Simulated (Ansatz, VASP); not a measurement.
## One calculation of Mo, two programs

```
Mo
1.0
    -1.52288    1.52288    1.52288
     1.52288   -1.52288    1.52288
     1.52288    1.52288   -1.52288
Mo
1
Cartesian
  0.0000 0.0000 0.0000
```

Alike in both runs: task single point; functional PBEsol; k mesh 23 × 23 × 23; occupations fermi-dirac, width 0.1 eV; no spin polarisation.

|  | VASP | Ansatz |
| --- | --- | --- |
| version | VASP 6.6.1 | Ansatz 0.2.0 |
| potentials or method | VASP PAW PBE potentials, release 64 (Mo_sv), cutoff 520 eV | plane waves (420 eV) with PAW, scalar-relativistic |
| valence electrons in the cell | 14 | 14 |

```tsv
	VASP	Ansatz	Ansatz less VASP
pressure (GPa)	27.8	27.0	-0.81
```

VASP's potentials were made for PBE, not for PBEsol, and Ansatz warns of the same on its side. With one functional, cell and mesh, what is left measures potentials, basis and numerics.
